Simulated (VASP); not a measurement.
Set up this calculation in VASP 6.6.1, as the native input.

* Task: relaxation of cell and atoms
* Functional: revPBE
* Potentials or basis: VASP PAW PBE potentials, release 64 (Pt)
* Cutoff: 600 eV
* k mesh: 12 × 12 × 12
* Occupations: fermi-dirac, width 0.05 eV
* Spin: no spin polarisation
* Dipole correction: no
* Further INCAR settings: ALGO = Fast; EDIFF = 1e-06; IBRION = 2; EDIFFG = -0.01; NSW = 60; ISIF = 3

The structure of Pt lies in POSCAR:

```
Pt
1.0
   -1.5842200000      1.5842200000      1.5842200000
    1.5842200000     -1.5842200000      1.5842200000
    1.5842200000      1.5842200000     -1.5842200000
Pt
1
Direct
    0.0000000000      0.0000000000      0.0000000000
```

The input as run:

INCAR

```
SYSTEM = Pt
ALGO     = Fast           ! electronic algorithm
EDIFF    = 1E-6           ! SCF threshold, eV
EDIFFG   = -0.01          ! ionic threshold
ENCUT    = 600            ! plane-wave cutoff, eV
GGA      = RE             ! functional
IBRION   = 2              ! ionic algorithm
ISIF     = 3              ! what is computed and relaxed
ISMEAR   = -1             ! smearing method
LASPH    = .True.         ! aspherical terms in the spheres
LCHARG   = .False.        ! write CHGCAR
LREAL    = .False.        ! projectors in reciprocal space
LWAVE    = .False.        ! write WAVECAR
NELM     = 100            ! most SCF steps
NSW      = 60             ! ionic steps
PREC     = Accurate       ! precision mode
SIGMA    = 0.05           ! smearing width, eV
```

KPOINTS

```
k-points
0
Gamma
  12 12 12
  0 0 0
```

Potentials or basis: VASP PAW PBE potentials, release 64 (Pt).

Command:

```console
$ cat potpaw_PBE.64/Pt/POTCAR > POTCAR
$ mpirun -np 1 vasp_std > vasp.out
```

Results of the run:

* Relaxed volume: 15.98 Å³/atom
* Relaxed cell: a = 2.748 Å, b = 2.748 Å, c = 2.748 Å, α = 109.47°, β = 109.47°, γ = 109.47°
* Space group after relaxing (to 0.05 Å): Im-3m (No. 229)
* Energy gained by relaxing: 0.3 meV/atom
* Ionic steps: 3
* Pressure after relaxing: 0.0 GPa
* Band gap on the k mesh: zero (band 5 reaches 11.04 eV, above the bottom of band 6 at 8.92 eV)

Caveat: the PAW data sets were made with another functional, which shifts forces and pressure a little; spin-orbit coupling is left out, which moves the levels of the heavy elements.

It took 22 s on 1 thread of Intel(R) Xeon(R) Platinum 8375C CPU @ 2.90GHz (Ice Lake) (shared host), peak memory 0.16 GiB.
